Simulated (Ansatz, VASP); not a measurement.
**BaS: VASP beside Ansatz**

```
Ba S
1.0
     0.00000    3.20436    3.20436
     3.20436    0.00000    3.20436
     3.20436    3.20436    0.00000
Ba S
1 1
Direct
  0.00000 0.00000 0.00000
  0.50000 0.50000 0.50000
```

Change from the starting cell: volume scaled by 1.01.

Alike in both runs: task single point; functional PBEsol; k mesh 8 × 8 × 8; occupations fermi-dirac, width 0.02 eV; no spin polarisation.

|  | VASP | Ansatz |
| --- | --- | --- |
| version | VASP 6.6.1 | Ansatz 0.2.0 |
| potentials or method | VASP PAW PBE potentials, release 64 (Ba_sv, S), cutoff 520 eV | all-electron LAPW, scalar-relativistic |

```tsv
	VASP	Ansatz	Ansatz less VASP
gap on the k mesh at the Fermi level (eV)	2.00	2.10	+0.097
pressure (GPa)	-1.0	-1.6	-0.60
```

VASP's potentials were made for PBE, not for PBEsol. Ansatz ran all-electron here, and VASP with PAW potentials.

Spin-orbit coupling is off throughout.
